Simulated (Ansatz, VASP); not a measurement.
SnRu4: VASP beside Ansatz

```
Sn Ru
1.0
     4.71798    0.00000    0.00000
     0.00000    4.71798    0.00000
     0.00000    0.00000    4.71798
Sn Ru
1 4
Cartesian
  0.0000 0.0000 0.0000
  2.3590 0.0000 0.0000
  0.0000 2.3590 0.0000
  0.0000 0.0000 2.3590
  2.3590 2.3590 2.3590
```

Change from the starting cell: species swapped into the Co4N type (Pm-3m, No. 221).

Alike in both runs: functional PBE; k mesh 4 × 4 × 4; occupations gaussian, width 0.1 eV; no spin polarisation.

Ansatz relaxed the structure, and its values are those at the end. VASP's run is a single point on that final structure, the one shown.

|  | VASP | Ansatz |
| --- | --- | --- |
| version | VASP 6.6.1 | Ansatz 0.2.0 |
| potentials or method | VASP PAW PBE potentials, release 64 (Sn_d, Ru_pv), cutoff 500 eV | scalar-relativistic, plane waves, PAW |
| valence electrons in the cell | 70 | 78 |

```tsv
	VASP	Ansatz	Ansatz less VASP
gap on the k mesh at the Fermi level (eV)	none	none	-
pressure (GPa)	0.3	0.1	-0.26
```

A gap of «none» marks a metal or a gap that the smearing closes. VASP's potentials hold 70 valence electrons a cell and Ansatz's 78, so a difference there can come from the potentials and not from the codes.
